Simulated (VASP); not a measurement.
Input of a VASP 6.6.1 run:

INCAR

```
ALGO = Normal
EDIFF = 1E-6
ENCUT = 500
GGA = PS
GGA_COMPAT = False
ISIF = 2
ISMEAR = -1
LASPH = True
LCHARG = False
LREAL = False
LWAVE = False
NBANDS = 12
NELM = 120
PREC = Accurate
SIGMA = 0.1
```

File KPOINTS:

```
k-points
0
Gamma
  15 15 15
```

POSCAR

```
Zr
1.0
   -1.7418530000      1.7418530000      1.4341550000
    1.7418530000     -1.7418530000      1.4341550000
    1.7418530000      1.7418530000     -1.4341550000
Zr
1
Direct
    0.0000000000      0.0000000000      0.0000000000
```

Potentials or basis: VASP PAW PBE potentials, release 64 (Zr_sv).

Command:

```bash
$ cat potpaw_PBE.64/Zr_sv/POTCAR > POTCAR
$ mpirun -np 1 vasp_std > vasp.out
```

**Question.** What does it give for the band gap on the k mesh?

**Answer.** Zero (bands 6 and 7 overlap by 1.63 eV).

**Question.** Predict the pressure.

**Answer.** 32.1 GPa.

Stress tensor (GPa, compression positive):
```
31.67  0.00  0.00
 0.00 31.67  0.00
 0.00  0.00 33.08
```

Caveat: the cell stands under pressure; the PAW data sets were made with another functional, which shifts forces and pressure a little.
